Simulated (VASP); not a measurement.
# MgF2 (P4_2/mnm) in VASP: further runs, part 3 of 3

VASP 6.6.1.

**5. Single point, LDA (volume scaled by 1.04)**

INCAR reads:

```
SYSTEM = MgF2
ALGO = Normal
EDIFF = 1E-6
ENCUT = 600
GGA = CA
GGA_COMPAT = .False.
ISIF = 2
ISMEAR = -1
LASPH = .True.
LCHARG = .False.
LREAL = .False.
LWAVE = .False.
NBANDS = 25
NELM = 120
PREC = Accurate
SIGMA = 0.02
```

KPOINTS reads:

```
k-points
0
Gamma
  5 5 7
  0 0 0
```

POSCAR reads:

```
MgF2
1.0
    4.6821135529      0.0000000000      0.0000000000
    0.0000000000      4.6821135529      0.0000000000
    0.0000000000      0.0000000000      3.0555874460
Mg F
2 4
Direct
    0.0000000000      0.0000000000      0.0000000000
    0.5000000000      0.5000000000      0.5000000000
    0.3028000000      0.3028000000      0.0000000000
    0.1972000000      0.8028000000      0.5000000000
    0.6972000000      0.6972000000      0.0000000000
    0.8028000000      0.1972000000      0.5000000000
```

Potentials or basis: VASP PAW LDA potentials, release 64 (Mg, F).

Launch:

```sh
$ cat potpaw_LDA.64/Mg/POTCAR potpaw_LDA.64/F/POTCAR > POTCAR
$ mpirun -np 1 vasp_std > vasp.out
```

OUTCAR:

```text
SYSTEM = MgF2
   EDIFF = 1E-6
   ENCUT = 600
   GGA = CA
   ISIF = 2
   ISMEAR = -1
   LASPH = .True.
   LREAL = .False.
   NELM = 120
   PREC = Accurate

 ion  position               nearest neighbor table
   1  0.000  0.000  0.000-   3 2.00   5 2.00   4 2.01   6 2.01   4 2.01   6 2.01   2 3.65   2 3.65
                             2 3.65   2 3.65   2 3.65   2 3.65   2 3.65   2 3.65
   2  0.500  0.500  0.500-   4 2.00   6 2.00   5 2.01   3 2.01   3 2.01   5 2.01   1 3.65   1 3.65
                             1 3.65   1 3.65   1 3.65   1 3.65   1 3.65   1 3.65
   3  0.303  0.303  0.000-   1 2.00   2 2.01   2 2.01
   4  0.197  0.803  0.500-   2 2.00   1 2.01   1 2.01
   5  0.697  0.697  0.000-   1 2.00   2 2.01   2 2.01
   6  0.803  0.197  0.500-   2 2.00   1 2.01   1 2.01

  LATTYP: Found a simple tetragonal cell.
 ALAT       =     4.6821135529
 C/A-ratio  =     0.6526085733

  Lattice vectors:

 A1 = (   4.6821135529,   0.0000000000,   0.0000000000)
 A2 = (   0.0000000000,   4.6821135529,   0.0000000000)
 A3 = (   0.0000000000,   0.0000000000,   3.0555874460)

Analysis of symmetry for initial positions (statically):
=====================================================================
 Subroutine PRICEL returns:
 Original cell was already a primitive cell.

 Routine SETGRP: Setting up the symmetry group for a
 simple tetragonal supercell.

 Subroutine GETGRP returns: Found 16 space group operations
 (whereof  8 operations were pure point group operations)
 out of a pool of 16 trial point group operations.

The static configuration has the point symmetry D_2h.
 The point group associated with its full space group is D_4h.

Analysis of symmetry for dynamics (positions and initial velocities):
=====================================================================
 Subroutine PRICEL returns:
 Original cell was already a primitive cell.

 Routine SETGRP: Setting up the symmetry group for a
[... 134 lines left out ...]
     AMIX_MAG =   1.60;   BMIX_MAG =  1.00
  volume/ion in A,a.u.               =      11.16        75.34
  Fermi-wavevector in a.u.,A,eV,Ry     =   1.279770  2.418415 22.283778  1.637811
  Thomas-Fermi vector in A             =   2.412236
   LORBIT       =      0    0 simple, 1 ext, 2 COOP (PROOUT), +10 PAW based schemes
   GGA     = CA    functional components
   LHFCALC =     F    Hartree Fock is set to
   AEXX    =    0.0000 exact exchange contribution
   IVDW    =     0    specifies the selected vdW correction
   LEPSILON=     F    determine dielectric tensor
   LRPA    =     F    only Hartree local field effects (RPA)
 non-spin polarized calculation
  energy-cutoff  :      600.00
  volume of cell :       66.99
 maximum number of plane-waves:      2250
 NGX is ok and might be reduce to    40
   NGX = 19   NGY = 19   NGZ = 13

 number of electron      32.0000027 magnetization

 Free energy of the ion-electron system (eV)
  ---------------------------------------------------
  ext. energy  EPLUGINS =         0.00000000
  ---------------------------------------------------
  free energy    TOTEN  =       -34.95028572 eV

  energy without entropy =      -34.95028572  energy(sigma->0) =      -34.95028572

 E-fermi :  -1.3188     XC(G=0): -10.3410

 val. band max:       -1.7503654186   @ k =   0.0000   0.0000   0.0000
 cond. band min:       4.8420370763   @ k =   0.0000   0.0000   0.0000
 fundamental gap:      6.5924024949
 Fermi energy:        -1.3187595293

 k-point     1 :       0.0000    0.0000    0.0000
  band No.  band energies     occupation
      1     -22.0404      2.00000
      2     -21.2435      2.00000
      3     -21.2435      2.00000
      4     -21.1426      2.00000
      5      -5.8609      2.00000
      6      -4.2462      2.00000
[... 661 lines left out ...]
     24      13.3240      0.00000
     25      15.2092      0.00000

------------------------ aborting loop because EDIFF is reached ----------------------------------------

  FORCE on cell =-STRESS in cart. coord.  units (eV):
  Direction    XX          YY          ZZ          XY          YZ          ZX
  --------------------------------------------------------------------------------------
  -------------------------------------------------------------------------------------
  Total       -3.7126814     -3.7126814     -3.3756370      0.0000000      0.0000000      0.0000000
  in kB      -88.8013690    -88.8013690    -80.7398086      0.0000000      0.0000000      0.0000000
  external PRESSURE =     -86.1141822 kB  Pullay stress =       0.0000000 kB

 VOLUME and BASIS-vectors are now :
 -----------------------------------------------------------------------------
  energy-cutoff  :      600.00
  volume of cell :       66.99
      direct lattice vectors                 reciprocal lattice vectors
     4.682113553  0.000000000  0.000000000     0.213578759  0.000000000  0.000000000
     0.000000000  4.682113553  0.000000000     0.000000000  0.213578759  0.000000000
     0.000000000  0.000000000  3.055587446     0.000000000  0.000000000  0.327269312

 POSITION                                       TOTAL-FORCE (eV/Angst)
 -----------------------------------------------------------------------------------
      0.00000      0.00000      0.00000         0.000000      0.000000      0.000000
      2.34106      2.34106      1.52779         0.000000      0.000000      0.000000
      1.41774      1.41774      0.00000         0.059765      0.059765      0.000000
      0.92331      3.75880      1.52779        -0.059765      0.059765      0.000000
      3.26437      3.26437      0.00000        -0.059765     -0.059765     -0.000000
      3.75880      0.92331      1.52779         0.059765     -0.059765     -0.000000
 -----------------------------------------------------------------------------------
    total drift:                                0.000000     -0.000000     -0.000000

  FREE ENERGIE OF THE ION-ELECTRON SYSTEM (eV)
  ---------------------------------------------------
  free  energy   TOTEN  =       -34.9502857224 eV

  energy  without entropy=      -34.9502857224  energy(sigma->0) =      -34.95028572
```

stdout:

```text
POSCAR found type information on POSCAR MgF
 POSCAR found :  2 types and       6 ions
 scaLAPACK will be used
 LDA part: xc-table for (Slater(with rela. corr.)+CA(PZ))
 , standard interpolation
 POSCAR, INCAR and KPOINTS ok, starting setup
 FFT: planning ... GRIDC
 FFT: planning ... GRID_SOFT
 FFT: planning ... GRID
 WAVECAR not read
 entering main loop
```

It took 19 s on 1 thread of AMD EPYC 9R45 (Zen 5), shared host; peak memory 0.15 GiB.

What came out:

- Free energy: -34.9503 eV
- Pressure: -8.6 GPa
- Largest force: 0.085 eV/Å
- Band gap on the k mesh: 6.59 eV, direct

Forces in eV/Å, atoms in the order of the input:
```
Mg   0.000  0.000  0.000
Mg   0.000  0.000  0.000
F    0.060  0.060  0.000
F   -0.060  0.060  0.000
F   -0.060 -0.060  0.000
F    0.060 -0.060  0.000
```

 A k mesh can miss the band edges.

**6. Overview**

| cell | gap on the mesh (eV) | pressure (GPa) | largest force (eV/Å) |
| --- | --- | --- | --- |
| a = 4.527, b = 4.527, c = 2.954 Å, 6 atoms | 7.31 | 2.0 | 0.09 |
| a = 4.590, b = 4.590, c = 2.996 Å, 6 atoms | 7.01 | -3.0 | 0.02 |
| a = 4.637, b = 4.637, c = 3.026 Å, 6 atoms | 6.79 | -6.0 | 0.04 |
| a = 4.682, b = 4.682, c = 3.056 Å, 6 atoms | 6.59 | -8.6 | 0.08 |

Alike in all rows: task single point; level LDA; potentials or basis VASP PAW LDA potentials, release 64 (Mg, F); no spin polarisation; k mesh 5 × 5 × 7; cutoff (eV) 600; smearing fermi-dirac 0.02 eV.

Absolute energies hang on the potentials; compare differences alone.
